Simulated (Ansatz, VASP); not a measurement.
One calculation of La, two programs

The input INCAR:

```
SYSTEM = La
PREC = Accurate
ENCUT = 520
EDIFF = 1E-7
ISMEAR = -1
SIGMA = 0.1
LREAL = .FALSE.
LASPH = .TRUE.
NELM = 60
ALGO = Normal
ISIF = 2
LWAVE = .FALSE.
LCHARG = .FALSE.
GGA = PE
NBANDS = 18
```

The input KPOINTS:

```
regular mesh
0
G
  16 16 9
  0 0 0
```

Contents of POSCAR:

```
La
1.0
    3.8816833306      0.0000000000      0.0000000000
   -1.9408416653      3.3616363738      0.0000000000
    0.0000000000      0.0000000000      6.2677675584
La
2
Direct
    0.3333333333      0.6666666667      0.2500000000
    0.6666666667      0.3333333333      0.7500000000
```

Input for Ansatz:

```yaml
crystal:
  lattice:
    - [3.8816833306, 0.0, 0.0]
    - [-1.9408416653, 3.3616363738, 0.0]
    - [0.0, 0.0, 6.2677675584]
  atoms:
    - { symbol: La, position: [0.3333333333, 0.6666666667, 0.25] }
    - { symbol: La, position: [0.6666666667, 0.3333333333, 0.75] }
hamiltonian:
  xc: pbe
  pseudopotentials:
    kind: paw
    azcp:
      La: "pseudopotentials/La.paw.azcp"
basis:
  ecutwfc: 420
  fft_grid_basis: typed
kpoints:
  mp_grid: { grid: [16, 16, 9], shift: [0, 0, 0] }
magnetization:
  spin_polarized: false
scf:
  occupations: { method: fermi_dirac, width: 0.1 }
output:
  stress: true
```

Alike in both runs: task single point; functional PBE; k mesh 16 × 16 × 9; occupations fermi-dirac, width 0.1 eV; no spin polarisation.

```csv
,VASP,Ansatz
version,VASP 6.6.1,Ansatz 0.2.0
potentials or method,"VASP PAW PBE potentials, release 64 (La), cutoff 520 eV","plane waves (420 eV) with PAW, scalar-relativistic"
valence electrons in the cell,22,22
```

```csv
,VASP,Ansatz,Ansatz less VASP
pressure (GPa),-1.8,-1.8,-0.04
"traceless stress, the component that is largest in VASP (GPa)",-0.15,-0.15,-0.002
```

Neither program's run includes spin-orbit coupling.
